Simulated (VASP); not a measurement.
Here is a VASP 6.6.1 calculation.

The input INCAR:

```
SYSTEM = Ti
PREC = Accurate
ENCUT = 520
EDIFF = 1E-7
ISMEAR = -1
SIGMA = 0.1
LREAL = .False.
LASPH = .True.
NELM = 100
ALGO = Normal
ISIF = 2
LWAVE = .False.
LCHARG = .False.
GGA = CA
NBANDS = 12
```

The input KPOINTS:

```
Automatic mesh
0
Gamma
  15 15 15
  0 0 0
```

The input POSCAR:

```
Ti
1.0
    0.0000000000      2.0795265949      2.0795265949
    2.0795265949      0.0000000000      2.0795265949
    2.0795265949      2.0795265949      0.0000000000
Ti
1
Direct
    0.0000000000      0.0000000000      0.0000000000
```

Potentials or basis: VASP PAW LDA potentials, release 64 (Ti_sv).

The run is started by

```bash
$ cat potpaw_LDA.64/Ti_sv/POTCAR > POTCAR
$ mpirun -np 1 vasp_std > vasp.out
```

Problem. Estimate the pressure.

Solution. -11.3 GPa.

Problem. What does it give for the band gap on the k mesh?

Solution. Zero (band 6 reaches 8.44 eV, above the bottom of band 7 at 7.36 eV).
